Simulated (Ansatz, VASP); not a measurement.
**One calculation of SnTe, two programs**

INCAR

```
PREC = Accurate
ENCUT = 520
EDIFF = 1E-6
ISMEAR = 0
SIGMA = 0.03
LREAL = F
LASPH = T
NELM = 100
ALGO = Normal
ISIF = 2
LWAVE = F
LCHARG = T
GGA = PS
LELF = T
LVHAR = T
NBANDS = 17
```

Contents of KPOINTS:

```
Automatic mesh
0
Gamma
  10 10 10
```

POSCAR

```
SnTe
1.0
    0.0000000000      3.6439130727      2.3685434972
    3.6439130727      0.0000000000      2.3685434972
    3.6439130727      3.6439130727      0.0000000000
Sn Te
1 1
Direct
    0.0000000000      0.0000000000      0.0000000000
    0.5000000000      0.5000000000      0.5000000000
```

Input for Ansatz:

```yaml
crystal:
  lattice:
    - [0.0, 3.6439130727, 2.3685434972]
    - [3.6439130727, 0.0, 2.3685434972]
    - [3.6439130727, 3.6439130727, 0.0]
  atoms:
    - { symbol: Sn, position: [0.0, 0.0, 0.0] }
    - { symbol: Te, position: [0.5, 0.5, 0.5] }
basis:
  ecutwfc: 420
kpoints:
  mp_grid: { grid: [10, 10, 10] }
hamiltonian:
  xc: pbesol
scf:
  occupations: { method: gaussian, width: 0.03 }
output:
  forces: true
  stress: true
  eigenvalues: true
  write_density: true
  write_potential: true
  elf: true
  volumetric_format: npy
```

Alike in both runs: task single point; functional PBEsol; k mesh 10 × 10 × 10; occupations gaussian, width 0.03 eV; no spin polarisation.

|  | VASP | Ansatz |
| --- | --- | --- |
| version | VASP 6.6.1 | Ansatz 0.2.0 |
| potentials or method | VASP PAW PBE potentials, release 64 (Sn_d, Te), cutoff 520 eV | scalar-relativistic, plane waves, PAW |
| valence electrons in the cell | 20 | 30 |

```tsv
	VASP	Ansatz	Ansatz less VASP
gap on the k mesh at the Fermi level (eV)	none	none	-
pressure (GPa)	24.2	24.5	+0.29
traceless stress, the component that is largest in VASP (GPa)	52.17	52.83	+0.656
```

VASP's potentials were made for PBE, not for PBEsol. A gap of «none» marks a metal or a gap that the smearing closes. VASP's potentials hold 20 valence electrons a cell and Ansatz's 30, so a difference there can come from the potentials and not from the codes.

Neither program's run includes spin-orbit coupling.
